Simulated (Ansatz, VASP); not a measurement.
**Cd2I3 in VASP and in Ansatz**

```
CELL_PARAMETERS angstrom
5.93712 0.00000 0.00000
0.00000 5.72882 0.00000
0.00000 0.00000 8.05738
ATOMIC_POSITIONS crystal
Cd 0.50000 0.50000 0.50000
Cd 0.50000 0.00000 0.50000
I 0.00000 0.00000 0.50000
I 0.50000 0.00000 0.00000
I 0.00000 0.00000 0.00000
```

Change from the starting cell: species swapped into the Zr3Cd2 type (Pmmm, No. 47).

Alike in both runs: functional PBE; k mesh 4 × 4 × 2; occupations gaussian, width 0.1 eV; no spin polarisation.

Ansatz relaxed the structure, and its values are those at the end. VASP's run is a single point on that final structure, the one shown.

```csv
,VASP,Ansatz
version,VASP 6.6.1,Ansatz 0.2.0
potentials or method,"VASP PAW PBE potentials, release 64 (Cd, I), cutoff 520 eV","scalar-relativistic, plane waves, PAW"
valence electrons in the cell,45,91
```

|  | VASP | Ansatz | Ansatz less VASP |
| --- | --- | --- | --- |
| gap on the k mesh at the Fermi level (eV) | none | none | - |
| pressure (GPa) | 0.1 | 0.1 | -0.02 |

A gap of «none» marks a metal or a gap that the smearing closes. The functional is the same, so the differences come from potentials, cutoffs and numerics. VASP's potentials hold 45 valence electrons a cell and Ansatz's 91, so a difference there can come from the potentials and not from the codes.

The k mesh is coarse, so the values compare programs but aren't converged. Spin-orbit coupling is off throughout.
